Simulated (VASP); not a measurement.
# Ir (Fm-3m) in VASP: single point with LDA

Aim: the single point of Ir with LDA.

Everything below comes from runs of VASP 6.6.1. Logs are shortened: lines on timing, memory, paths and dates and some standing lists are left out, and cuts for length are marked.

## 1. The cell of the first run

Symmetry: Fm-3m, No. 225, cubic system. The conventional cell has a = 3.811 Å, b = 3.811 Å, c = 3.811 Å, α = 90.00°, β = 90.00°, γ = 90.00°. Within 3.6 Å of Ir (site symmetry m-3m) lie 12 Ir at 2.69 Å.

## 2. Single point, LDA

INCAR

```
SYSTEM = Ir
PREC = Accurate
ENCUT = 560
EDIFF = 1E-6
ISMEAR = -1
SIGMA = 0.05
LREAL = .FALSE.
LASPH = .TRUE.
NELM = 120
ALGO = Normal
ISIF = 2
LWAVE = .FALSE.
LCHARG = .TRUE.
GGA = CA
LELF = .TRUE.
LVHAR = .TRUE.
NBANDS = 14
GGA_COMPAT = .FALSE.
```

KPOINTS

```
regular mesh
0
G
  10 10 10
  0 0 0
```

POSCAR

```
Ir
1.0
    2.6949375958      0.0000000000      0.0000000000
    1.3474687979      2.3338844196      0.0000000000
    1.3474687979      0.7779614732      2.2004073328
Ir
1
Direct
    0.0000000000      0.0000000000      0.0000000000
```

Potentials or basis: VASP PAW LDA potentials, release 64 (Ir_sv_GW).

The run is started by

```console
$ cat potpaw_LDA.64/Ir_sv_GW/POTCAR > POTCAR
$ mpirun -np 1 vasp_std > vasp.out
```

OUTCAR:

```text
SYSTEM = Ir
   PREC = Accurate
   ENCUT = 560
   EDIFF = 1E-6
   ISMEAR = -1
   LREAL = .FALSE.
   LASPH = .TRUE.
   NELM = 120
   ISIF = 2
   GGA = CA

 ion  position               nearest neighbor table
   1  0.000  0.000  0.000-

  LATTYP: Found a face centered cubic cell.
 ALAT       =     3.8112172978

  Lattice vectors:

 A1 = (   2.6949375958,   0.0000000000,   0.0000000000)
 A2 = (   1.3474687979,   2.3338844196,   0.0000000000)
 A3 = (   1.3474687979,   0.7779614732,   2.2004073328)

Analysis of symmetry for initial positions (statically):
=====================================================================
 Subroutine PRICEL returns:
 Original cell was already a primitive cell.

 Routine SETGRP: Setting up the symmetry group for a
 face centered cubic supercell.

 Subroutine GETGRP returns: Found 48 space group operations
 (whereof 48 operations were pure point group operations)
 out of a pool of 48 trial point group operations.

The static configuration has the point symmetry O_h .

Analysis of symmetry for dynamics (positions and initial velocities):
=====================================================================
 Subroutine PRICEL returns:
 Original cell was already a primitive cell.

 Routine SETGRP: Setting up the symmetry group for a
 face centered cubic supercell.

 Subroutine GETGRP returns: Found 48 space group operations
 (whereof 48 operations were pure point group operations)
 out of a pool of 48 trial point group operations.

The dynamic configuration has the point symmetry O_h .

 Subroutine INISYM returns: Found 48 space group operations
 (whereof 48 operations are pure point group operations),
 and found     1 'primitive' translations

----------------------------------------------------------------------------------------

                                     Primitive cell

  volume of cell :      13.8398

  direct lattice vectors                    reciprocal lattice vectors
     2.694937596  0.000000000  0.000000000     0.371066106 -0.214235116 -0.151487103
     1.347468798  2.333884420  0.000000000     0.000000000  0.428470233 -0.151487103
     1.347468798  0.777961473  2.200407333     0.000000000  0.000000000  0.454461310

  length of vectors
     2.694937596  2.694937596  2.694937596     0.454461310  0.454461310  0.454461310

  position of ions in fractional coordinates (direct lattice)
     0.000000000  0.000000000  0.000000000

  ion indices of the primitive-cell ions
   primitive index   ion index
                 1           1

----------------------------------------------------------------------------------------

 KPOINTS: regular mesh

Automatic generation of k-mesh.
 Grid dimensions read from file:
 generate k-points for:   10   10   10

 Generating k-lattice:

  Cartesian coordinates                     Fractional coordinates (reciprocal lattice)
     0.037106611 -0.021423512 -0.015148710     0.100000000  0.000000000  0.000000000
     0.000000000  0.042847023 -0.015148710     0.000000000  0.100000000  0.000000000
     0.000000000  0.000000000  0.045446131     0.000000000  0.000000000  0.100000000

  Length of vectors
     0.045446131  0.045446131  0.045446131

  Shift w.r.t. Gamma in fractional coordinates (k-lattice)
     0.000000000  0.000000000  0.000000000

 Subroutine IBZKPT returns following result:
 ===========================================

 Found     47 irreducible k-points:

 Following reciprocal coordinates:
            Coordinates               Weight
  0.000000  0.000000  0.000000      1.000000
  0.100000  0.000000  0.000000      8.000000
  0.200000  0.000000  0.000000      8.000000
  0.300000 -0.000000 -0.000000      8.000000
  0.400000 -0.000000  0.000000      8.000000
  0.500000 -0.000000 -0.000000      4.000000
[... 16 lines left out ...]
  0.300000  0.300000 -0.000000      6.000000
  0.400000  0.300000  0.000000     24.000000
 [... further k-points ...]
   k-points           NKPTS =     47   k-points in BZ     NKDIM =     47   number of bands    NBANDS=     14
   number of dos      NEDOS =    301   number of ions     NIONS =      1
   total plane-waves  NPLWV =  13824
   dimension x,y,z NGX =    24 NGY =   24 NGZ =   24
   dimension x,y,z NGXF=    48 NGYF=   48 NGZF=   48
   ions per type =               1
   NGX,Y,Z   is equivalent  to a cutoff of  14.81, 14.81, 14.81 a.u.
   NGXF,Y,Z  is equivalent  to a cutoff of  29.61, 29.61, 29.61 a.u.
 SYSTEM =  Ir
   PREC   = accura    normal or accurate (medium, high low for compatibility)
   ISTART =      0    job   : 0-new  1-cont  2-samecut
   ICHARG =      2    charge: 1-file 2-atom 10-const
   ISPIN  =      1    spin polarized calculation?
   LNONCOLLINEAR =      F non collinear calculations
   LSORBIT =      F    spin-orbit coupling
   LASPH  =      T    aspherical Exc in radial PAW
   ENCUT  =  560.0 eV  41.16 Ry    6.42 a.u.   5.20  5.20  5.20*2*pi/ulx,y,z
   NELM   =    120;   NELMIN=  2; NELMDL= -5     # of ELM steps
   EDIFF  = 0.1E-05   stopping-criterion for ELM
   LREAL  =      F    real-space projection
   EDIFFG = 0.1E-04   stopping-criterion for IOM
   NSW    =      0    number of steps for IOM
   IBRION =     -1    ionic relax: 0-MD 1-quasi-New 2-CG
   NFREE  =      0    steps in history (QN), initial steepest desc. (CG)
   ISIF   =      2    stress and relaxation
   ISYM   =      2    0-nonsym 1-usesym 2-fastsym
   POTIM  = 0.5000    time-step for ionic-motion
   TEBEG  =    0.0;   TEEND  =   0.0 temperature during run
   PSTRESS=    0.0 pullay stress
   NELECT =      17.0000    total number of electrons
   NUPDOWN=      -1.0000    fix difference up-down
   EMIN   =  10.00;   EMAX   =-10.00  energy-range for DOS
   EFERMI =   0.00;   METHOD = LEGACY
   ISMEAR =    -1;   SIGMA  =   0.05  broadening in eV -4-tet -1-fermi 0-gaus
   EFERMI_NEDOS =   21; number of points for ismear=-14 and -15
   IALGO  =     38    algorithm
   IMIX   =      4    mixing-type and parameters
     AMIX     =   0.40;   BMIX     =  1.00
     AMIX_MAG =   1.60;   BMIX_MAG =  1.00
  volume/ion in A,a.u.               =      13.84        93.40
  Fermi-wavevector in a.u.,A,eV,Ry     =   1.753264  3.313189 41.823441  3.073936
  Thomas-Fermi vector in A             =   2.823434
   LORBIT       =      0    0 simple, 1 ext, 2 COOP (PROOUT), +10 PAW based schemes
   GGA     = CA    functional components
   LHFCALC =     F    Hartree Fock is set to
   AEXX    =    0.0000 exact exchange contribution
   IVDW    =     0    specifies the selected vdW correction
   LEPSILON=     F    determine dielectric tensor
   LRPA    =     F    only Hartree local field effects (RPA)
 non-spin polarized calculation
  energy-cutoff  :      560.00
  volume of cell :       13.84
 maximum number of plane-waves:       444
 NGX is ok and might be reduce to    24
   NGX = 11   NGY = 11   NGZ = 11

 number of electron      17.0000000 magnetization

 Free energy of the ion-electron system (eV)
  ---------------------------------------------------
  ext. energy  EPLUGINS =         0.00000000
  ---------------------------------------------------
  free energy    TOTEN  =       -10.91304462 eV

  energy without entropy =      -10.90427424  energy(sigma->0) =      -10.90865943

 E-fermi :  13.1671     XC(G=0): -14.9248

 val. band max:       13.1404289515   @ k =  -0.3000   0.3000   0.1000
 cond. band min:      13.1920443622   @ k =  -0.4000   0.5000   0.1000
 fundamental gap:      0.0516154107
 Fermi energy:        13.1670770286

 k-point     1 :       0.0000    0.0000    0.0000
  band No.  band energies     occupation
      1     -79.5155      2.00000
      2     -36.1557      2.00000
      3     -36.1557      2.00000
      4     -36.1557      2.00000
      5       1.7696      2.00000
      6       9.0479      2.00000
      7       9.0479      2.00000
      8       9.0479      2.00000
      9      11.8720      2.00000
     10      11.8720      2.00000
     11      26.6672      0.00000
     12      32.2718      0.00000
     13      32.2718      0.00000
     14      32.2718      0.00000

 k-point     2 :       0.1000    0.0000    0.0000
  band No.  band energies     occupation
      1     -79.5088      2.00000
      2     -36.2420      2.00000
      3     -36.1674      2.00000
      4     -36.1674      2.00000
      5       2.2204      2.00000
      6       8.8184      2.00000
      7       9.2340      2.00000
      8       9.2340      2.00000
      9      11.7563      2.00000
     10      11.7563      2.00000
     11      27.4402      0.00000
     12      30.5964      0.00000
     13      33.0388      0.00000
     14      33.0388      0.00000

 k-point     3 :       0.2000    0.0000    0.0000
  band No.  band energies     occupation
      1     -79.4899      2.00000
      2     -36.4626      2.00000
      3     -36.1977      2.00000
      4     -36.1977      2.00000
      5       3.3814      2.00000
      6       8.4739      2.00000
      7       9.5216      2.00000
      8       9.5216      2.00000
      9      11.7627      2.00000
     10      11.7627      2.00000
     11      27.8516      0.00000
     12      29.2760      0.00000
     13      35.1517      0.00000
     14      35.1517      0.00000
[... 324 lines left out ...]
 k-point    23 :       0.3000    0.3000   -0.0000
  band No.  band energies     occupation
      1     -79.4518      2.00000
      2     -36.7036      2.00000
      3     -36.3671      2.00000
      4     -36.3671      2.00000
      5       5.3097      2.00000
      6       6.4952      2.00000
      7      10.2645      2.00000
      8      11.9525      2.00000
      9      11.9525      2.00000
     10      13.2034      0.65177
     11      29.5520      0.00000
     12      29.5520      0.00000
     13      30.7935      0.00000
     14      33.9892      0.00000

 k-point    24 :       0.4000    0.3000    0.0000
  band No.  band energies     occupation
      1     -79.4364      2.00000
      2     -36.8177      2.00000
      3     -36.4295      2.00000
      4     -36.4025      2.00000
      5       5.5742      2.00000
      6       6.2760      2.00000
      7      10.3669      2.00000
      8      12.1944      2.00000
      9      13.9140      0.00000
     10      13.9381      0.00000
     11      26.0083      0.00000
     12      28.1849      0.00000
     13      29.3543      0.00000
     14      34.2694      0.00000

 [... further k-points ...]

------------------------ aborting loop because EDIFF is reached ----------------------------------------

  FORCE on cell =-STRESS in cart. coord.  units (eV):
  Direction    XX          YY          ZZ          XY          YZ          ZX
  --------------------------------------------------------------------------------------
  -------------------------------------------------------------------------------------
  Total       -0.0299118     -0.0299118     -0.0299118     -0.0000000      0.0000000      0.0000000
  in kB       -3.4627519     -3.4627519     -3.4627519     -0.0000000      0.0000000      0.0000000
  external PRESSURE =      -3.4627519 kB  Pullay stress =       0.0000000 kB

 VOLUME and BASIS-vectors are now :
 -----------------------------------------------------------------------------
  energy-cutoff  :      560.00
  volume of cell :       13.84
      direct lattice vectors                 reciprocal lattice vectors
     2.694937596  0.000000000  0.000000000     0.371066106 -0.214235116 -0.151487103
     1.347468798  2.333884420  0.000000000     0.000000000  0.428470233 -0.151487103
     1.347468798  0.777961473  2.200407333     0.000000000  0.000000000  0.454461310

 POSITION                                       TOTAL-FORCE (eV/Angst)
 -----------------------------------------------------------------------------------
      0.00000      0.00000      0.00000        -0.000000      0.000000      0.000000
 -----------------------------------------------------------------------------------
    total drift:                                0.000000     -0.000000      0.000000

  FREE ENERGIE OF THE ION-ELECTRON SYSTEM (eV)
  ---------------------------------------------------
  free  energy   TOTEN  =       -10.9130446197 eV

  energy  without entropy=      -10.9042742350  energy(sigma->0) =      -10.90865943
```

Wall time 5 s (1 thread of Intel Xeon 6975P-C (Granite Rapids), shared host); peak memory 0.14 GiB.

What came out:

```yaml
Free_energy: -10.9130 eV
Pressure: -0.3 GPa
Band_gap_on_the_k_mesh: zero (an odd number of electrons rules out a gap without spin polarisation)
```

Caveat: spin-orbit coupling is left out, which moves the levels of the heavy elements.

The gap in the log of VASP goes by the Fermi energy; the results here count the filled bands.